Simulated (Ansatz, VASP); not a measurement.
# Al2H: VASP beside Ansatz

```
Al H
1.0
    -2.73765    2.73765    2.40584
     2.73765   -2.73765    2.40584
     5.47531    5.47531    0.00000
Al H
8 4
Direct
  0.25000 0.75000 0.41974
  0.75000 0.25000 0.91974
  0.91974 0.08026 0.25000
  0.41974 0.58026 0.75000
  0.25000 0.75000 0.08026
  0.75000 0.25000 0.58026
  0.58026 0.41974 0.25000
  0.08026 0.91974 0.75000
  0.25000 0.25000 0.00000
  0.75000 0.75000 0.50000
  0.75000 0.75000 0.00000
  0.25000 0.25000 0.50000
```

Alike in both runs: task single point; functional PBE; k mesh 6 × 6 × 4; occupations gaussian, width 0.2 eV; no spin polarisation.

```csv
,VASP,Ansatz
version,VASP 6.6.1,Ansatz 0.2.0
potentials or method,"VASP PAW PBE potentials, release 64 (Al, H), cutoff 520 eV","scalar-relativistic, plane waves, PAW"
valence electrons in the cell,28,28
```

Ansatz gave:

- gap on the k mesh at the Fermi level (eV): none
- pressure (GPa): 0.1
- traceless stress, the component that is largest in VASP (GPa): -0.96
- rms of the force components (eV/Å): 0.016

Problem. What did VASP give for the same quantities?

Solution. gap on the k mesh at the Fermi level (eV): none; pressure (GPa): 0.0; traceless stress, the component that is largest in VASP (GPa): -0.94; rms of the force components (eV/Å): 0.016.

Atom by atom the forces differ by 0.001 eV/Å (rms over components). A gap of «none» marks a metal or a gap that the smearing closes.
